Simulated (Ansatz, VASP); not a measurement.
# Two plane-wave programs on AlO2

```
Al O
1.0
     2.59860    0.00000    0.00000
     0.00000    2.59860    0.00000
     0.00000    0.00000    4.98415
Al O
1 2
Cartesian
  0.0000 0.0000 2.9436
  0.0000 0.0000 4.5259
  1.2993 1.2993 3.3426
```

Alike in both runs: task relaxation of cell and atoms; functional PBE; k mesh 6 × 6 × 4; occupations gaussian, width 0.1 eV; collinear spin.

|  | VASP | Ansatz |
| --- | --- | --- |
| version | VASP 6.6.1 | Ansatz 0.2.0 |
| potentials or method | VASP PAW PBE potentials, release 64 (Al, O), cutoff 600 eV | scalar-relativistic, plane waves, PAW |
| valence electrons in the cell | 15 | 15 |

Ansatz gave:

* gap on the k mesh at the Fermi level, each at its own relaxed structure (eV): none
* net moment per atom (μB): 0.33
* size of the moment on the site where the two differ most (μB): 0.72
* relaxed volume (Å³/atom): 9.28
* relaxed cell length with the largest relative difference (Å): 2.739

Problem. Estimate VASP's values.

Solution. gap on the k mesh at the Fermi level, each at its own relaxed structure (eV): none; net moment per atom (μB): 0.33; size of the moment on the site where the two differ most (μB): 0.71; relaxed volume (Å³/atom): 9.27; relaxed cell length with the largest relative difference (Å): 2.737.

Site moments also hang on the region over which each program counts them. A gap of «none» marks a metal or a gap that the smearing closes.

The k mesh is coarse, so the values compare programs but aren't converged. Noted on VASP's run: the volume moved by over 15 % at a fixed basis, so the end points are rough.
